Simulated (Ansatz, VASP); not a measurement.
# AlN in VASP and in Ansatz

Contents of INCAR:

```
SYSTEM = AlN
PREC = Accurate
ENCUT = 520
EDIFF = 1E-6
ISMEAR = 0
SIGMA = 0.05
LREAL = .False.
LASPH = .True.
NELM = 100
ALGO = Normal
ISIF = 2
LWAVE = .False.
LCHARG = .False.
GGA = PE
NBANDS = 16
```

The input KPOINTS:

```
regular mesh
0
Gamma
  12 12 6
  0 0 0
```

The input POSCAR:

```
AlN
1.0
    3.1576671839      0.0000000000      0.0000000000
   -1.5788335919      2.7346199979      0.0000000000
    0.0000000000      0.0000000000      4.9033300000
Al N
2 2
Direct
    0.3333333333      0.6666666667      0.0000000000
    0.6666666667      0.3333333333      0.5000000000
    0.3333333333      0.6666666667      0.3850000000
    0.6666666667      0.3333333333      0.8850000000
```

Input for Ansatz:

```yaml
crystal:
  lattice:
    - [3.1576671839, 0.0, 0.0]
    - [-1.5788335919, 2.7346199979, 0.0]
    - [0.0, 0.0, 4.90333]
  atoms:
    - { symbol: Al, position: [0.3333333333, 0.6666666667, 0.0] }
    - { symbol: Al, position: [0.6666666667, 0.3333333333, 0.5] }
    - { symbol: "N", position: [0.3333333333, 0.6666666667, 0.385] }
    - { symbol: "N", position: [0.6666666667, 0.3333333333, 0.885] }
basis:
  ecutwfc: 420
kpoints:
  mp_grid: { grid: [12, 12, 6] }
hamiltonian:
  xc: pbe
scf:
  occupations: { method: gaussian, width: 0.05 }
output:
  forces: true
  stress: true
  eigenvalues: true
```

Change from the starting cell: strain +0.015 along x and y, -0.015 along z, atoms carried along.

Alike in both runs: task single point; functional PBE; k mesh 12 × 12 × 6; occupations gaussian, width 0.05 eV; no spin polarisation.

|  | VASP | Ansatz |
| --- | --- | --- |
| version | VASP 6.6.1 | Ansatz 0.2.0 |
| potentials or method | VASP PAW PBE potentials, release 64 (Al, N), cutoff 520 eV | scalar-relativistic, plane waves, PAW |
| valence electrons in the cell | 16 | 16 |

```csv
,VASP,Ansatz,Ansatz less VASP
gap on the k mesh at the Fermi level (eV),3.96,3.95,-0.009
least direct gap on the mesh (eV),3.96,3.95,-0.009
pressure (GPa),0.6,0.8,+0.26
"traceless stress, the component that is largest in VASP (GPa)",6.65,6.55,-0.102
rms of the force components (eV/Å),0.101,0.101,-0.0001
```

Atom by atom the forces differ by 0.000 eV/Å (rms over components). With one functional, cell and mesh, what is left measures potentials, basis and numerics.
